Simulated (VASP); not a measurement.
Set up this calculation in VASP 6.6.1, as the native input.

* Task: single point
* Functional: PBE
* Potentials or basis: VASP PAW PBE potentials, release 64 (Sn_d)
* Cutoff: 500 eV
* k mesh: 6 × 6 × 6
* Occupations: gaussian, width 0.05 eV
* Spin: no spin polarisation
* Dipole correction: no
* Further INCAR settings: ALGO = Normal; EDIFF = 1e-06; NBANDS = 21

The structure of Sn lies in POSCAR:

```
Sn
1.0
    0.0000000000      3.2459515666      3.2459515666
    3.2459515666      0.0000000000      3.2459515666
    3.2459515666      3.2459515666      0.0000000000
Sn
2
Direct
    0.7500000000      0.7500000000      0.7500000000
    0.5000000000      0.5000000000      0.5000000000
```

This isn't the form of Sn at room conditions, which is tetragonal (white tin).

The input as run:

INCAR

```
SYSTEM = Sn
PREC = Accurate ; ENCUT = 500
EDIFF = 1E-6 ; ISMEAR = 0
SIGMA = 0.05 ; LREAL = .False.
LASPH = .True. ; NELM = 120
ALGO = Normal ; ISIF = 2
LWAVE = .False. ; LCHARG = .False.
GGA = PE ; NBANDS = 21
GGA_COMPAT = .False.
```

KPOINTS

```
Automatic mesh
0
Gamma
  6 6 6
  0 0 0
```

Potentials or basis: VASP PAW PBE potentials, release 64 (Sn_d).

Launch:

```console
$ cat potpaw_PBE.64/Sn_d/POTCAR > POTCAR
$ mpirun -np 1 vasp_std > vasp.out
```

It gave:

| Quantity | Value |
| --- | --- |
| Pressure | 3.2 GPa |
| Band gap on the k mesh | zero (bands 14 and 15 overlap by 0.09 eV) |

Caveat: the cell stands under pressure; spin-orbit coupling is left out, which moves the levels of the heavy elements.

It took 41 s on 1 thread of AMD EPYC 7R13, on a shared host, peak memory 0.17 GiB.
